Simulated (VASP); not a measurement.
Here is a VASP 6.6.1 calculation.

POSCAR

```
CuI
1.0
    0.0000000000      3.0450000000      3.0450000000
    3.0450000000      0.0000000000      3.0450000000
    3.0450000000      3.0450000000      0.0000000000
Cu I
1 1
Direct
    0.0000000000      0.0000000000      0.0000000000
    0.2500000000      0.2500000000      0.2500000000
```

File INCAR.step1:

```
SYSTEM = CuI
ALGO = Normal ; EDIFF = 1E-5
ENCUT = 520 ; GGA = PE
GGA_COMPAT = .False. ; ISIF = 2
ISMEAR = -1 ; LASPH = .True.
LCHARG = .False. ; LREAL = .False.
LWAVE = .True. ; NBANDS = 16
NELM = 120 ; PREC = Accurate
SIGMA = 0.02
```

The input INCAR.step2:

```
SYSTEM = CuI
ALGO = Normal ; EDIFF = 1E-6
ENCUT = 520 ; GGA = PE
GGA_COMPAT = .False. ; HFSCREEN = 0.2079
ISIF = 2 ; ISMEAR = -1
ISTART = 1 ; LASPH = .True.
LCHARG = .False. ; LHFCALC = .True.
LREAL = .False. ; LWAVE = .False.
NBANDS = 16 ; NELM = 120
PREC = Accurate ; PRECFOCK = Normal
SIGMA = 0.02
```

File KPOINTS:

```
k-points
0
Gamma
  6 6 6
  0 0 0
```

Potentials or basis: VASP PAW PBE potentials, release 64 (Cu, I).

Launch:

```bash
$ cat potpaw_PBE.64/Cu/POTCAR potpaw_PBE.64/I/POTCAR > POTCAR
$ cp INCAR.step1 INCAR
$ mpirun -np 1 vasp_std > vasp.out
$ cp INCAR.step2 INCAR
$ mpirun -np 1 vasp_std > vasp.out
```

(1) What does it give for the pressure?

(2) Estimate the band gap on the k mesh.

Answers

(1) -0.2 GPa.

(2) 2.55 eV.

Caveat: the PAW data sets were made with another functional, which shifts forces and pressure a little; spin-orbit coupling is left out, which moves the levels of the heavy elements.
